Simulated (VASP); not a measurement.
# SiC (P6_3mc) in VASP: further runs, part 2 of 3

VASP 6.6.1. The steps go on from the part before.

**3. Single point, HSE06 (uniaxial z strain +3.0%)**

POSCAR reads:

```
SiC
1.0
    3.0775550330      0.0000000000      0.0000000000
   -1.5387775165      2.6652408402      0.0000000000
    0.0000000000      0.0000000000     10.3790244696
Si C
4 4
Direct
    0.0000000000      0.0000000000      0.0004178931
    0.3333333333      0.6666666667      0.2503391384
    0.0000000000      0.0000000000      0.5004178931
    0.6666666667      0.3333333333      0.7503391384
    0.0000000000      0.0000000000      0.1868318429
    0.3333333333      0.6666666667      0.4374111256
    0.0000000000      0.0000000000      0.6868318429
    0.6666666667      0.3333333333      0.9374111256
```

INCAR.step1 reads:

```
PREC     = Accurate       # precision mode
ENCUT    = 520            # plane-wave cutoff, eV
EDIFF    = 1E-5           # SCF threshold, eV
ISMEAR   = 0              # smearing method
SIGMA    = 0.01           # smearing width, eV
LREAL    = F              # projectors in reciprocal space
LASPH    = T              # aspherical terms in the spheres
NELM     = 60             # most SCF steps
ALGO     = Normal         # electronic algorithm
ISIF     = 2              # what is computed and relaxed
LWAVE    = T              # write WAVECAR
LCHARG   = F              # write CHGCAR
GGA      = PE             # functional
NBANDS   = 26             # bands
```

INCAR.step2 reads:

```
PREC     = Accurate       # precision mode
ENCUT    = 520            # plane-wave cutoff, eV
EDIFF    = 1E-6           # SCF threshold, eV
ISMEAR   = 0              # smearing method
SIGMA    = 0.01           # smearing width, eV
LREAL    = F              # projectors in reciprocal space
LASPH    = T              # aspherical terms in the spheres
NELM     = 60             # most SCF steps
ALGO     = Normal         # electronic algorithm
ISIF     = 2              # what is computed and relaxed
LWAVE    = F              # write WAVECAR
LCHARG   = F              # write CHGCAR
GGA      = PE             # functional
LHFCALC  = T              # exact exchange
HFSCREEN = 0.2079         # screening, 1/A
PRECFOCK = Fast         
ISTART   = 1            
NBANDS   = 26             # bands
```

KPOINTS reads:

```
Automatic mesh
0
Gamma
  6 6 2
```

Potentials or basis: VASP PAW PBE potentials, release 64 (Si, C).

On the command line:

```sh
$ cat potpaw_PBE.64/Si/POTCAR potpaw_PBE.64/C/POTCAR > POTCAR
$ cp INCAR.step1 INCAR
$ mpirun -np 1 vasp_std > vasp.out
$ cp INCAR.step2 INCAR
$ mpirun -np 1 vasp_std > vasp.out
```

OUTCAR:

```text
PREC = Accurate
   ENCUT = 520
   EDIFF = 1E-6
   ISMEAR = 0
   LREAL = F
   LASPH = T
   NELM = 60
   ISIF = 2
   GGA = PE
   LHFCALC = T
   HFSCREEN = 0.2079
   PRECFOCK = Fast
   ISTART = 1

 ion  position               nearest neighbor table
   1  0.000  0.000  0.000-   8 1.89   8 1.89   8 1.89   5 1.93   2 3.14   2 3.14   2 3.14   4 3.15
                             4 3.15   4 3.15
   2  0.333  0.667  0.250-   5 1.90   5 1.90   5 1.90   6 1.94   1 3.14   1 3.14   1 3.14   3 3.15
                             3 3.15   3 3.15
   3  0.000  0.000  0.500-   6 1.89   6 1.89   6 1.89   7 1.93   4 3.14   4 3.14   4 3.14   2 3.15
                             2 3.15   2 3.15
   4  0.667  0.333  0.750-   7 1.90   7 1.90   7 1.90   8 1.94   3 3.14   3 3.14   3 3.14   1 3.15
                             1 3.15   1 3.15
   5  0.000  0.000  0.187-   2 1.90   2 1.90   2 1.90   1 1.93
   6  0.333  0.667  0.437-   3 1.89   3 1.89   3 1.89   2 1.94
   7  0.000  0.000  0.687-   4 1.90   4 1.90   4 1.90   3 1.93
   8  0.667  0.333  0.937-   1 1.89   1 1.89   1 1.89   4 1.94

  LATTYP: Found a hexagonal cell.
 ALAT       =     3.0775550330
 C/A-ratio  =     3.3724902913

  Lattice vectors:

 A1 = (   3.0775550330,   0.0000000000,   0.0000000000)
 A2 = (  -1.5387775165,   2.6652408402,   0.0000000000)
 A3 = (   0.0000000000,   0.0000000000,  10.3790244696)

Analysis of symmetry for initial positions (statically):
=====================================================================
 Subroutine PRICEL returns:
 Original cell was already a primitive cell.

 Routine SETGRP: Setting up the symmetry group for a
 hexagonal supercell.

 Subroutine GETGRP returns: Found 12 space group operations
 (whereof  6 operations were pure point group operations)
 out of a pool of 24 trial point group operations.

The static configuration has the point symmetry C_3v.
 The point group associated with its full space group is C_6v.
[... 145 lines left out ...]
   NKREDY  =     1    reduce k-point grid by
   NKREDZ  =     1    reduce k-point grid by
   AEXX    =    0.2500 exact exchange contribution
   HFSCREEN=    0.2079 screening length (either q_TF or 0.3 A-1)
   HFSCREENC=   0.2079 screening length for correlation (either q_TF or 0.3 A-1)
   ENCUTFOCK=  -1.0 apply spherical cutoff to Coloumb kernel
   IVDW    =     0    specifies the selected vdW correction
   LEPSILON=     F    determine dielectric tensor
   LRPA    =     F    only Hartree local field effects (RPA)
 non-spin polarized calculation
 Gauss-broadening in eV      SIGMA  =   0.01
  energy-cutoff  :      520.00
  volume of cell :       85.13
 maximum number of plane-waves:      2307
 NGX is ok and might be reduce to    24
  NGX = 14; NGY = 14; NGZ = 48

 number of electron      31.9999997 magnetization

 Free energy of the ion-electron system (eV)
  ---------------------------------------------------
  ext. energy  EPLUGINS =         0.00000000
  ---------------------------------------------------
  free energy    TOTEN  =       -69.53148287 eV

  energy without entropy =      -69.53148287  energy(sigma->0) =      -69.53148287

 E-fermi :   7.3960     XC(G=0):  -9.2608

 val. band max:        7.3379622406   @ k =   0.0000   0.0000   0.0000
 cond. band min:      10.2841311036   @ k =   0.5000   0.0000   0.0000
 fundamental gap:      2.9461688630
 Fermi energy:         7.3960428363

 k-point     1 :       0.0000    0.0000    0.0000
  band No.  band energies     occupation
      1      -9.5770      2.00000
      2      -8.3827      2.00000
      3      -8.3536      2.00000
      4      -6.0678      2.00000
      5      -2.0769      2.00000
      6       2.2735      2.00000
[... 395 lines left out ...]
     25      19.2060      0.00000
     26      19.2124      0.00000

------------------------ aborting loop because EDIFF is reached ----------------------------------------

  FORCE on cell =-STRESS in cart. coord.  units (eV):
  Direction    XX          YY          ZZ          XY          YZ          ZX
  --------------------------------------------------------------------------------------
  -------------------------------------------------------------------------------------
  Total       -1.4295063     -1.4295063     -9.4190032      0.0000000      0.0000000      0.0000000
  in kB      -26.9028215    -26.9028215   -177.2624330      0.0000000      0.0000000      0.0000000
  external PRESSURE =     -77.0226920 kB  Pullay stress =       0.0000000 kB

 VOLUME and BASIS-vectors are now :
 -----------------------------------------------------------------------------
  energy-cutoff  :      520.00
  volume of cell :       85.13
      direct lattice vectors                 reciprocal lattice vectors
     3.077555033  0.000000000  0.000000000     0.324933263  0.187600307  0.000000000
    -1.538777516  2.665240840  0.000000000     0.000000000  0.375200614  0.000000000
     0.000000000  0.000000000 10.379024470     0.000000000  0.000000000  0.096348169

 POSITION                                       TOTAL-FORCE (eV/Angst)
 -----------------------------------------------------------------------------------
      0.00000      0.00000      0.00434        -0.000000     -0.000000     -0.004087
     -0.00000      1.77683      2.59828        -0.000000     -0.000000      0.003469
      0.00000      0.00000      5.19385        -0.000000     -0.000000     -0.004087
      1.53878      0.88841      7.78779        -0.000000     -0.000000      0.003469
      0.00000      0.00000      1.93913        -0.000000      0.000000      0.000380
     -0.00000      1.77683      4.53990         0.000000     -0.000000      0.000238
      0.00000      0.00000      7.12864         0.000000     -0.000000      0.000380
      1.53878      0.88841      9.72941         0.000000      0.000000      0.000238
 -----------------------------------------------------------------------------------
    total drift:                                0.000000     -0.000001      0.000417

  FREE ENERGIE OF THE ION-ELECTRON SYSTEM (eV)
  ---------------------------------------------------
  free  energy   TOTEN  =       -69.5314828722 eV

  energy  without entropy=      -69.5314828722  energy(sigma->0) =      -69.53148287
```

OUTCAR.step1:

```text
PREC = Accurate
   ENCUT = 520
   EDIFF = 1E-5
   ISMEAR = 0
   LREAL = F
[... 645 lines left out ...]
      0.00000      0.00000      1.93913        -0.000000      0.000000     -0.025125
     -0.00000      1.77683      4.53990         0.000000     -0.000000     -0.027298
      0.00000      0.00000      7.12864        -0.000000     -0.000000     -0.025125
      1.53878      0.88841      9.72941         0.000000     -0.000000     -0.027298
 -----------------------------------------------------------------------------------
    total drift:                               -0.000000     -0.000000      0.002491

  FREE ENERGIE OF THE ION-ELECTRON SYSTEM (eV)
  ---------------------------------------------------
  free  energy   TOTEN  =       -60.1407535696 eV

  energy  without entropy=      -60.1407535696  energy(sigma->0) =      -60.14075357
```

OSZICAR.step1:

```text
N       E                     dE             d eps       ncg     rms          rms(c)
DAV:   1     0.697873434494E+02    0.69787E+02   -0.14276E+04   728   0.108E+03
DAV:   2    -0.604577756611E+02   -0.13025E+03   -0.12086E+03   968   0.193E+02
DAV:   3    -0.671971778880E+02   -0.67394E+01   -0.66950E+01   996   0.406E+01
DAV:   4    -0.672827750728E+02   -0.85597E-01   -0.85431E-01   920   0.532E+00
DAV:   5    -0.672843248204E+02   -0.15497E-02   -0.15490E-02   980   0.674E-01    0.171E+01
DAV:   6    -0.602986783366E+02    0.69856E+01   -0.19109E+01   924   0.190E+01    0.765E+00
DAV:   7    -0.601737776000E+02    0.12490E+00   -0.20776E+00   988   0.637E+00    0.334E+00
DAV:   8    -0.601431902841E+02    0.30587E-01   -0.11298E-01   890   0.161E+00    0.103E+00
DAV:   9    -0.601401534698E+02    0.30368E-02   -0.18175E-02   906   0.723E-01    0.166E-01
DAV:  10    -0.601406545027E+02   -0.50103E-03   -0.16075E-03   900   0.198E-01    0.816E-02
DAV:  11    -0.601407531149E+02   -0.98612E-04   -0.21445E-04   900   0.899E-02    0.184E-02
DAV:  12    -0.601407535696E+02   -0.45469E-06   -0.91652E-06   652   0.174E-02
   1 F= -.60140754E+02 E0= -.60140754E+02  d E =-.243581E-49
```

It took 39 min on 1 thread of Intel Xeon Platinum 8259CL at 2.50GHz (Skylake/Cascade Lake), shared host; peak memory 0.32 GiB.

Results:

- Free energy: -69.5315 eV
- Pressure: -7.7 GPa
- Largest force: 0.004 eV/Å
- Band gap on the k mesh: 2.95 eV (least direct gap 4.27 eV)

Forces on the atoms (eV/Å):
```
Si   0.000  0.000 -0.004
Si   0.000  0.000  0.003
Si   0.000  0.000 -0.004
Si   0.000  0.000  0.003
C    0.000  0.000  0.000
C    0.000  0.000  0.000
C    0.000  0.000  0.000
C    0.000  0.000  0.000
```

Caveat: the cell differs from its parent crystal (uniaxial z strain +3.0%); the cell stands under tension; the PAW data sets were made with another functional, which shifts forces and pressure a little.

**4. Single point, HSE06 (uniaxial z strain -1.0%)**

POSCAR reads:

```
SiC
1.0
    3.0775550330      0.0000000000      0.0000000000
   -1.5387775165      2.6652408402      0.0000000000
    0.0000000000      0.0000000000      9.9759555582
Si C
4 4
Direct
    0.0000000000      0.0000000000     -0.0004143790
    0.3333333333      0.6666666667      0.2496797263
    0.0000000000      0.0000000000      0.4995856210
    0.6666666667      0.3333333333      0.7496797263
    0.0000000000      0.0000000000      0.1875181277
    0.3333333333      0.6666666667      0.4382165250
    0.0000000000      0.0000000000      0.6875181277
    0.6666666667      0.3333333333      0.9382165250
```

INCAR.step1 reads:

```
PREC = Accurate
ENCUT = 520
EDIFF = 1E-5
ISMEAR = 0
SIGMA = 0.01
LREAL = False
LASPH = True
NELM = 80
ALGO = Normal
ISIF = 2
LWAVE = True
LCHARG = False
GGA = PE
NBANDS = 26
```

INCAR.step2 reads:

```
PREC = Accurate
ENCUT = 520
EDIFF = 1E-6
ISMEAR = 0
SIGMA = 0.01
LREAL = False
LASPH = True
NELM = 80
ALGO = Normal
ISIF = 2
LWAVE = False
LCHARG = False
GGA = PE
LHFCALC = True
HFSCREEN = 0.2079
PRECFOCK = Fast
ISTART = 1
NBANDS = 26
```

KPOINTS is that of step 3.

On the command line:

```sh
$ cat potpaw_PBE.64/Si/POTCAR potpaw_PBE.64/C/POTCAR > POTCAR
$ cp INCAR.step1 INCAR
$ mpirun -np 1 vasp_std > vasp.out
$ cp INCAR.step2 INCAR
$ mpirun -np 1 vasp_std > vasp.out
```

Wall time 48 min (1 thread of Oxide Virtual Turin-like, shared host); peak memory 0.29 GiB.

Results (log left out):

| Quantity | Value |
| --- | --- |
| Free energy | -69.6786 eV |
| Pressure | 0.8 GPa |
| Largest force | 0.020 eV/Å |
| Band gap on the k mesh | 3.17 eV (least direct gap 4.42 eV) |

Forces in eV/Å, atoms in the order of the input:
```
Si   0.000  0.000 -0.020
Si   0.000  0.000 -0.008
Si   0.000  0.000 -0.020
Si   0.000  0.000 -0.008
C    0.000  0.000  0.016
C    0.000  0.000  0.012
C    0.000  0.000  0.016
C    0.000  0.000  0.012
```

Stress tensor (GPa, compression positive):
```
-0.89  0.00  0.00
 0.00 -0.89  0.00
 0.00  0.00  4.12
```

Levels at points of the mesh, in eV from the valence-band top:
```
           k point  band 14  band 15  band 16  band 17  band 18  band 19
(0.00, 0.00, 0.00)    -0.04    -0.04     0.00     6.20     6.83     7.53
(0.50, 0.00, 0.00)    -2.40    -1.70    -1.25     3.17     3.24     5.26
(0.00, 0.00, 0.50)    -0.28    -0.28    -0.28     6.43     6.43     8.02
(0.50, 0.00, 0.50)    -2.69    -1.74    -1.74     3.55     3.55     5.30
```

Caveat: the cell differs from its parent crystal (uniaxial z strain -1.0%); the PAW data sets were made with another functional, which shifts forces and pressure a little. A k mesh can miss the band edges.

(Continued in part 3 of 3.)
